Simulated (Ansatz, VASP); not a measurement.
**One calculation of ZnO, two programs**

INCAR

```
ALGO     = Normal         # electronic algorithm
EDIFF    = 1E-7           # SCF threshold, eV
ENCUT    = 520            # plane-wave cutoff, eV
GGA      = PE             # functional
ISIF     = 2              # what is computed and relaxed
ISMEAR   = 0              # smearing method
LASPH    = True           # aspherical terms in the spheres
LCHARG   = False          # write CHGCAR
LREAL    = False          # projectors in reciprocal space
LWAVE    = False          # write WAVECAR
NBANDS   = 46             # bands
NELM     = 100            # most SCF steps
PREC     = Accurate       # precision mode
SIGMA    = 0.02           # smearing width, eV
```

The input KPOINTS:

```
k-points
0
Gamma
  12 12 4
```

POSCAR

```
ZnO
1.0
    3.2718123184      0.0000000289      0.0000000000
   -1.6359061842      2.8334725697      0.0000000000
    0.0000000000      0.0000000000     10.6299960000
Zn O
4 4
Direct
    0.6666666667      0.3333333333      0.8441010000
    0.3333333333      0.6666666667      0.3441010000
    0.0000000000      0.0000000000      0.5943080000
    0.0000000000      0.0000000000      0.0943080000
    0.6666666667      0.3333333333      0.6559160000
    0.3333333333      0.6666666667      0.1559160000
    0.0000000000      0.0000000000      0.4056750000
    0.0000000000      0.0000000000      0.9056750000
```

Input for Ansatz:

```yaml
crystal:
  lattice:
    - [3.2718123184, 2.89e-08, 0.0]
    - [-1.6359061842, 2.8334725697, 0.0]
    - [0.0, 0.0, 10.629996]
  atoms:
    - { symbol: Zn, position: [0.6666666667, 0.3333333333, 0.844101] }
    - { symbol: Zn, position: [0.3333333333, 0.6666666667, 0.344101] }
    - { symbol: Zn, position: [0.0, 0.0, 0.594308] }
    - { symbol: Zn, position: [0.0, 0.0, 0.094308] }
    - { symbol: O, position: [0.6666666667, 0.3333333333, 0.655916] }
    - { symbol: O, position: [0.3333333333, 0.6666666667, 0.155916] }
    - { symbol: O, position: [0.0, 0.0, 0.405675] }
    - { symbol: O, position: [0.0, 0.0, 0.905675] }
basis:
  ecutwfc: 420
kpoints:
  mp_grid: { grid: [12, 12, 4] }
hamiltonian:
  xc: pbe
scf:
  occupations: { method: gaussian, width: 0.02 }
  n_extra_bands: 32
output:
  forces: false
  stress: false
  eigenvalues: true
  optics: { e_range: [0, 14], sigma: 0.1, nscf_kmesh: { grid: [18, 18, 6] } }
checkpoint:
  read: start.run
  write: ck
  compress: false
  write_wavefunctions: false
  write_every: 100000
```

Alike in both runs: task single point; functional PBE; k mesh 12 × 12 × 4; occupations gaussian, width 0.02 eV; no spin polarisation.

|  | VASP | Ansatz |
| --- | --- | --- |
| version | VASP 6.6.1 | Ansatz 0.2.0 |
| potentials or method | VASP PAW PBE potentials, release 64 (Zn, O), cutoff 520 eV | scalar-relativistic, plane waves, PAW |
| valence electrons in the cell | 72 | 72 |

|  | VASP | Ansatz | Ansatz less VASP |
| --- | --- | --- | --- |
| gap on the k mesh at the Fermi level (eV) | 0.67 | 0.69 | +0.016 |
| least direct gap on the mesh (eV) | 0.67 | 0.69 | +0.016 |
